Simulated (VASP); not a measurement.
# W (Cmcm) in VASP: single point with PBE

Aim: the single point of W with PBE.

All numbers are computed with VASP 6.6.1; they aren't measurements. Logs are shortened: lines on timing, memory, paths and dates and some standing lists are left out, and cuts for length are marked.

## (1) The cell of the first run

Symmetry: Cmcm, No. 63, orthorhombic system. The conventional cell has a = 4.502 Å, b = 3.184 Å, c = 4.502 Å, α = 90.00°, β = 90.00°, γ = 90.00°. W (site symmetry m2m) has 14 W at 2.71 to 3.18 Å within 3.6 Å.

## (2) Single point, PBE (atoms displaced along a vibrational mode)

The input, INCAR:

```
ALGO     = Fast           # electronic algorithm
EDIFF    = 1E-6           # SCF threshold, eV
ENCUT    = 520            # plane-wave cutoff, eV
GGA      = PE             # functional
ISIF     = 2              # what is computed and relaxed
ISMEAR   = 0              # smearing method
LASPH    = T              # aspherical terms in the spheres
LCHARG   = F              # write CHGCAR
LREAL    = F              # projectors in reciprocal space
LWAVE    = F              # write WAVECAR
NBANDS   = 21             # bands
NELM     = 100            # most SCF steps
PREC     = Accurate       # precision mode
SIGMA    = 0.15           # smearing width, eV
```

The input, KPOINTS:

```
k-points
0
Gamma
  22 22 14
```

The input, POSCAR:

```
W
1.0
   -1.5917793224      1.5917793224      1.5917793224
    1.5917793224     -1.5917793224      1.5917793224
    3.1835586449      3.1835586449      0.0000000000
W
2
Direct
   -0.0117792710     -0.0117792710      0.0000000000
    0.5117792710      0.5117792710      0.5000000000
```

Potentials or basis: VASP PAW PBE potentials, release 64 (W_sv).

On the command line:

```sh
cat potpaw_PBE.64/W_sv/POTCAR > POTCAR
mpirun -np 1 vasp_std > vasp.out
```

OUTCAR:

```text
EDIFF = 1E-6
   ENCUT = 520
   GGA = PE
   ISIF = 2
   ISMEAR = 0
   LASPH = T
   LREAL = F
   NELM = 100
   PREC = Accurate

 ion  position               nearest neighbor table
   1  0.988  0.988  0.000-   2 2.71   2 2.71   2 2.80   2 2.80   2 3.18   2 3.18   2 3.18   2 3.18

   2  0.512  0.512  0.500-   1 2.71   1 2.71   1 2.80   1 2.80   1 3.18   1 3.18   1 3.18   1 3.18

  LATTYP: Found a base centered orthorhombic cell.
 ALAT       =     3.1835586448
 B/A-ratio  =     1.4142135624
 C/A-ratio  =     1.4142135624

  Lattice vectors:

 A1 = (  -1.5917793224,   1.5917793224,   1.5917793224)
 A2 = (   1.5917793224,  -1.5917793224,   1.5917793224)
 A3 = (   3.1835586449,   3.1835586449,   0.0000000000)

Analysis of symmetry for initial positions (statically):
=====================================================================
 Subroutine PRICEL returns:
 Original cell was already a primitive cell.

 Routine SETGRP: Setting up the symmetry group for a
 base centered orthorhombic supercell.

 Subroutine GETGRP returns: Found  8 space group operations
 (whereof  4 operations were pure point group operations)
 out of a pool of  8 trial point group operations.

The static configuration has the point symmetry C_2v.
 The point group associated with its full space group is D_2h.

Analysis of symmetry for dynamics (positions and initial velocities):
=====================================================================
 Subroutine PRICEL returns:
 Original cell was already a primitive cell.

 Routine SETGRP: Setting up the symmetry group for a
 base centered orthorhombic supercell.

 Subroutine GETGRP returns: Found  8 space group operations
 (whereof  4 operations were pure point group operations)
 out of a pool of  8 trial point group operations.

The dynamic configuration has the point symmetry C_2v.
 The point group associated with its full space group is D_2h.

 Subroutine INISYM returns: Found  8 space group operations
 (whereof  4 operations are pure point group operations),
 and found     1 'primitive' translations

----------------------------------------------------------------------------------------

                                     Primitive cell

  volume of cell :      32.2655

  direct lattice vectors                    reciprocal lattice vectors
    -1.591779322  1.591779322  1.591779322    -0.157056947  0.157056947  0.314113893
     1.591779322 -1.591779322  1.591779322     0.157056947 -0.157056947  0.314113893
     3.183558645  3.183558645  0.000000000     0.157056947  0.157056947  0.000000000

  length of vectors
     2.757042661  2.757042661  4.502231812     0.384709380  0.384709380  0.222112064

  position of ions in fractional coordinates (direct lattice)
     0.988220729  0.988220729  0.000000000
     0.511779271  0.511779271  0.500000000

  ion indices of the primitive-cell ions
   primitive index   ion index
                 1           1
                 2           2

----------------------------------------------------------------------------------------

 KPOINTS: k-points

Automatic generation of k-mesh.
 Grid dimensions read from file:
 generate k-points for:   22   22   14

 Generating k-lattice:

  Cartesian coordinates                     Fractional coordinates (reciprocal lattice)
    -0.007138952  0.007138952  0.014277904     0.045454545  0.000000000  0.000000000
     0.007138952 -0.007138952  0.014277904     0.000000000  0.045454545  0.000000000
     0.011218353  0.011218353  0.000000000     0.000000000  0.000000000  0.071428571

  Length of vectors
     0.017486790  0.017486790  0.015865147

  Shift w.r.t. Gamma in fractional coordinates (k-lattice)
     0.000000000  0.000000000  0.000000000

 Subroutine IBZKPT returns following result:
 ===========================================

 Found   1064 irreducible k-points:

 Following reciprocal coordinates:
            Coordinates               Weight
  0.000000  0.000000  0.000000      1.000000
  0.045455  0.000000  0.000000      4.000000
  0.090909  0.000000  0.000000      4.000000
  0.136364  0.000000  0.000000      4.000000
  0.181818  0.000000  0.000000      4.000000
  0.227273  0.000000  0.000000      4.000000
[... 16 lines left out ...]
  0.500000  0.045455  0.000000      4.000000
 -0.454545  0.045455  0.000000      4.000000
 [... further k-points ...]
   k-points           NKPTS =   1064   k-points in BZ     NKDIM =   1064   number of bands    NBANDS=     21
   number of dos      NEDOS =    301   number of ions     NIONS =      2
   total plane-waves  NPLWV =  20736
   dimension x,y,z NGX =    24 NGY =   24 NGZ =   36
   dimension x,y,z NGXF=    48 NGYF=   48 NGZF=   72
   ions per type =               2
   NGX,Y,Z   is equivalent  to a cutoff of  14.47, 14.47, 13.29 a.u.
   NGXF,Y,Z  is equivalent  to a cutoff of  28.94, 28.94, 26.59 a.u.
 SYSTEM =  unknown system
   PREC   = accura    normal or accurate (medium, high low for compatibility)
   ISTART =      0    job   : 0-new  1-cont  2-samecut
   ICHARG =      2    charge: 1-file 2-atom 10-const
   ISPIN  =      1    spin polarized calculation?
   LNONCOLLINEAR =      F non collinear calculations
   LSORBIT =      F    spin-orbit coupling
   LASPH  =      T    aspherical Exc in radial PAW
   ENCUT  =  520.0 eV  38.22 Ry    6.18 a.u.   5.13  5.13  8.37*2*pi/ulx,y,z
   NELM   =    100;   NELMIN=  2; NELMDL= -5     # of ELM steps
   EDIFF  = 0.1E-05   stopping-criterion for ELM
   LREAL  =      F    real-space projection
   EDIFFG = 0.1E-04   stopping-criterion for IOM
   NSW    =      0    number of steps for IOM
   IBRION =     -1    ionic relax: 0-MD 1-quasi-New 2-CG
   NFREE  =      0    steps in history (QN), initial steepest desc. (CG)
   ISIF   =      2    stress and relaxation
   ISYM   =      2    0-nonsym 1-usesym 2-fastsym
   POTIM  = 0.5000    time-step for ionic-motion
   TEBEG  =    0.0;   TEEND  =   0.0 temperature during run
   PSTRESS=    0.0 pullay stress
   NELECT =      28.0000    total number of electrons
   NUPDOWN=      -1.0000    fix difference up-down
   EMIN   =  10.00;   EMAX   =-10.00  energy-range for DOS
   EFERMI =   0.00;   METHOD = LEGACY
   ISMEAR =     0;   SIGMA  =   0.15  broadening in eV -4-tet -1-fermi 0-gaus
   EFERMI_NEDOS =   21; number of points for ismear=-14 and -15
   IALGO  =     68    algorithm
   IMIX   =      4    mixing-type and parameters
     AMIX     =   0.40;   BMIX     =  1.00
     AMIX_MAG =   1.60;   BMIX_MAG =  1.00
  volume/ion in A,a.u.               =      16.13       108.87
  Fermi-wavevector in a.u.,A,eV,Ry     =   1.561522  2.950848 33.175760  2.438350
  Thomas-Fermi vector in A             =   2.664575
   LORBIT       =      0    0 simple, 1 ext, 2 COOP (PROOUT), +10 PAW based schemes
   GGA     = PE    functional components
   LHFCALC =     F    Hartree Fock is set to
   AEXX    =    0.0000 exact exchange contribution
   IVDW    =     0    specifies the selected vdW correction
   LEPSILON=     F    determine dielectric tensor
   LRPA    =     F    only Hartree local field effects (RPA)
 non-spin polarized calculation
 RMM-DIIS sequential band-by-band and
 Gauss-broadening in eV      SIGMA  =   0.15
  energy-cutoff  :      520.00
  volume of cell :       32.27
 maximum number of plane-waves:       902
 NGX is ok and might be reduce to    24
   NGX = 11   NGY = 11   NGZ = 17

 number of electron      28.0000003 magnetization

 Free energy of the ion-electron system (eV)
  ---------------------------------------------------
  ext. energy  EPLUGINS =         0.00000000
  ---------------------------------------------------
  free energy    TOTEN  =       -25.89739470 eV

  energy without entropy =      -25.88634903  energy(sigma->0) =      -25.89187186

 E-fermi :  11.1837     XC(G=0): -13.5404

 val. band max:       11.1809365155   @ k =   0.5000   0.5000   0.3571
 cond. band min:      11.1841095918   @ k =  -0.3182   0.3182   0.3571
 fundamental gap:      0.0031730763
 Fermi energy:        11.1837164002

 k-point     1 :       0.0000    0.0000    0.0000
  band No.  band energies     occupation
      1     -63.0151      2.00000
      2     -62.8894      2.00000
      3     -27.8222      2.00000
      4     -26.9987      2.00000
      5     -26.6082      2.00000
      6     -26.6044      2.00000
[... 13 lines left out ...]
     20      17.1282      0.00000
     21      22.5700      0.00000

 k-point     2 :       0.0455    0.0000    0.0000
  band No.  band energies     occupation
      1     -63.0132      2.00000
      2     -62.8887      2.00000
      3     -27.8144      2.00000
      4     -27.0057      2.00000
      5     -26.6253      2.00000
      6     -26.6182      2.00000
[... 13 lines left out ...]
     20      17.2399      0.00000
     21      22.4740      0.00000

 k-point     3 :       0.0909    0.0000    0.0000
  band No.  band energies     occupation
      1     -63.0078      2.00000
      2     -62.8868      2.00000
      3     -27.7913      2.00000
      4     -27.0287      2.00000
      5     -26.6844      2.00000
      6     -26.6463      2.00000
[... 13 lines left out ...]
     20      17.5919      0.00000
     21      21.5877      0.00000

 k-point     4 :       0.1364    0.0000    0.0000
  band No.  band energies     occupation
      1     -62.9990      2.00000
      2     -62.8841      2.00000
      3     -27.7536      2.00000
      4     -27.0718      2.00000
      5     -26.7771      2.00000
      6     -26.6824      2.00000
[... 13 lines left out ...]
     20      18.1886      0.00000
     21      21.1293      0.00000

 k-point     5 :       0.1818    0.0000    0.0000
  band No.  band energies     occupation
      1     -62.9875      2.00000
      2     -62.8807      2.00000
      3     -27.7025      2.00000
      4     -27.1383      2.00000
      5     -26.8950      2.00000
      6     -26.7154      2.00000
[... 13 lines left out ...]
     20      18.9788      0.00000
     21      20.5721      0.00000
[... 382 lines left out ...]
     20      19.6801      0.00000
     21      20.2851      0.00000

 k-point    22 :       0.4545    0.0455    0.0000
  band No.  band energies     occupation
      1     -62.9011      2.00000
      2     -62.8792      2.00000
      3     -27.5937      2.00000
      4     -27.5753      2.00000
      5     -27.2139      2.00000
      6     -27.0211      2.00000
[... 13 lines left out ...]
     20      19.0948      0.00000
     21      20.7969      0.00000

 k-point    23 :       0.5000    0.0455    0.0000
  band No.  band energies     occupation
      1     -62.9017      2.00000
      2     -62.8767      2.00000
      3     -27.6055      2.00000
      4     -27.5902      2.00000
      5     -27.2258      2.00000
      6     -27.0057      2.00000
[... 13 lines left out ...]
     20      18.1601      0.00000
     21      21.6384      0.00000

 k-point    24 :      -0.4545    0.0455    0.0000
  band No.  band energies     occupation
      1     -62.9094      2.00000
      2     -62.8722      2.00000
      3     -27.5985      2.00000
      4     -27.5573      2.00000
      5     -27.2902      2.00000
      6     -26.9453      2.00000
[... 13 lines left out ...]
     20      19.3714      0.00000
     21      20.7910      0.00000

 [... further k-points ...]

------------------------ aborting loop because EDIFF is reached ----------------------------------------

  FORCE on cell =-STRESS in cart. coord.  units (eV):
  Direction    XX          YY          ZZ          XY          YZ          ZX
  --------------------------------------------------------------------------------------
  -------------------------------------------------------------------------------------
  Total        0.1859911      0.1859911      0.1890856      0.0391568      0.0000000     -0.0000000
  in kB        9.2355805      9.2355805      9.3892414      1.9443701      0.0000000     -0.0000000
  external PRESSURE =       9.2868008 kB  Pullay stress =       0.0000000 kB

 VOLUME and BASIS-vectors are now :
 -----------------------------------------------------------------------------
  energy-cutoff  :      520.00
  volume of cell :       32.27
      direct lattice vectors                 reciprocal lattice vectors
    -1.591779322  1.591779322  1.591779322    -0.157056947  0.157056947  0.314113893
     1.591779322 -1.591779322  1.591779322     0.157056947 -0.157056947  0.314113893
     3.183558645  3.183558645  0.000000000     0.157056947  0.157056947  0.000000000

 POSITION                                       TOTAL-FORCE (eV/Angst)
 -----------------------------------------------------------------------------------
      0.00000      0.00000      3.14606        -0.000000     -0.000000      0.424283
      1.59178      1.59178      1.62928         0.000000      0.000000     -0.424283
 -----------------------------------------------------------------------------------
    total drift:                                0.000000      0.000000      0.000000

  FREE ENERGIE OF THE ION-ELECTRON SYSTEM (eV)
  ---------------------------------------------------
  free  energy   TOTEN  =       -25.8973946974 eV

  energy  without entropy=      -25.8863490266  energy(sigma->0) =      -25.89187186
```

Wall time 3.8 min (1 thread of Intel Xeon 6975P-C (Granite Rapids), shared host); peak memory 0.62 GiB.

Results:

```
Free energy            : -25.8974 eV
Pressure               : 0.9 GPa
Largest force          : 0.424 eV/Å
Band gap on the k mesh : zero (bands 14 and 15 overlap by 3.38 eV)
```

Forces on the atoms (eV/Å):
```
W    0.000  0.000  0.424
W    0.000  0.000 -0.424
```

Caveat: the cell differs from its parent crystal (atoms displaced along a vibrational mode); spin-orbit coupling is left out, which moves the levels of the heavy elements.
